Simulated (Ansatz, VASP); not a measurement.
## Two plane-wave programs on C

INCAR

```
SYSTEM = C
ALGO     = Normal         ! electronic algorithm
EDIFF    = 1E-8           ! SCF threshold, eV
ENCUT    = 520            ! plane-wave cutoff, eV
GGA      = PE             ! functional
ISIF     = 2              ! what is computed and relaxed
ISMEAR   = -1             ! smearing method
LASPH    = .TRUE.         ! aspherical terms in the spheres
LCHARG   = .FALSE.        ! write CHGCAR
LEFG     = .TRUE.       
LREAL    = .FALSE.        ! projectors in reciprocal space
LWAVE    = .FALSE.        ! write WAVECAR
NBANDS   = 11             ! bands
NELM     = 80             ! most SCF steps
PREC     = Accurate       ! precision mode
SIGMA    = 0.05           ! smearing width, eV
```

File KPOINTS:

```
k-points
0
G
  13 13 13
  0 0 0
```

File POSCAR:

```
C
1.0
    0.0000000000      2.0103628793      2.0103628793
    2.0103628793      0.0000000000      2.0103628793
    2.0103628793      2.0103628793      0.0000000000
C
2
Direct
   -0.1925000000     -0.1025000000     -0.1025000000
    0.1925000000      0.1025000000      0.1025000000
```

Input for Ansatz:

```yaml
crystal:
  lattice:
    - [0.0, 2.0103628793, 2.0103628793]
    - [2.0103628793, 0.0, 2.0103628793]
    - [2.0103628793, 2.0103628793, 0.0]
  atoms:
    - { symbol: C, position: [-0.1925, -0.1025, -0.1025] }
    - { symbol: C, position: [0.1925, 0.1025, 0.1025] }
kpoints:
  mp_grid: { grid: [13, 13, 13] }
scf:
  occupations: { method: fermi_dirac, width: 0.05 }
hamiltonian:
  xc: pbe
  pseudopotentials: { kind: paw }
output:
  forces: true
  stress: true
  eigenvalues: true
  efg: { contact_densities: true }
  populations: true
```

Change from the starting cell: shortest bond scaled by 0.82, PAW files.

Alike in both runs: task electric field gradients; functional PBE; k mesh 13 × 13 × 13; occupations fermi-dirac, width 0.05 eV; no spin polarisation.

```csv
,VASP,Ansatz
version,VASP 6.6.1,Ansatz 0.2.0
potentials or method,"VASP PAW PBE potentials, release 64 (C)","PAW with Ansatz's default frozen-core files, scalar-relativistic"
plane-wave cutoff (eV),520,420
valence electrons in the cell,8,8
```

```tsv
	VASP	Ansatz	Ansatz less VASP
pressure (GPa)	-57.4	-57.7	-0.31
traceless stress, the component that is largest in VASP (GPa)	8.41	8.66	+0.244
rms of the force components (eV/Å)	4.030	4.002	-0.0282
size of Vzz on the site where it differs most (V/Å²)	15.5	10.6	-4.91
```

Atom by atom the forces differ by 0.028 eV/Å (rms over components). Both programs put the cell under strong tension, so it lies far from rest at this level.

Noted on VASP's run: the cell as given lies far from equilibrium.
